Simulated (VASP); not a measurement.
Crystal: HfIn4SiO6.

```xyz
12
Lattice="5.6987 0.0038 0.0156 -0.7051 6.1082 -0.0057 -2.7372 -1.3956 6.6308" Properties=species:S:1:pos:R:3 pbc="T T T"
Hf    0.2972   -0.0900    0.8831
In   -0.4860    5.0863    4.8335
In    2.9601   -0.6377    3.2997
In   -0.4663    2.2403    3.5350
In    2.4974    2.6606    1.3677
Si    2.2933    1.4988    5.6832
O     0.7088    1.2617    5.2639
O     3.2588    1.4387    4.3619
O     5.4139    1.6003    0.0368
O     2.4594    2.8937    6.5395
O    -0.6297   -0.1526    2.6118
O     2.1007    0.3624    1.4524
```

Base run:

| Quantity | Value |
| --- | --- |
| Program | VASP 6.6.1 |
| Functional | PBE |
| Potentials or basis | VASP PAW PBE potentials, release 64 (Hf_pv, In_d, Si, O) |
| Cutoff | 520 eV |
| k mesh | 4 × 4 × 3 |
| Occupations | fermi-dirac, width 0.05 eV |
| Spin | no spin polarisation |

Its results: band gap on the k mesh 0.97 eV (least direct gap 1.16 eV); pressure -0.2 GPa; largest force 0.171 eV/Å.

The run is repeated on the same cell with these changes: functional from PBE to revPBE. What comes out?

Band gap on the k mesh 1.00 eV (least direct gap 1.17 eV); pressure 1.6 GPa; largest force 0.158 eV/Å.

revPBE binds less tightly than PBE, so the same cell stands under more pressure.

Caveats: spin-orbit coupling is left out, which moves the levels of the heavy elements; the PAW data sets were made with another functional, which shifts forces and pressure a little (at least some runs).

A k mesh can miss the band edges.
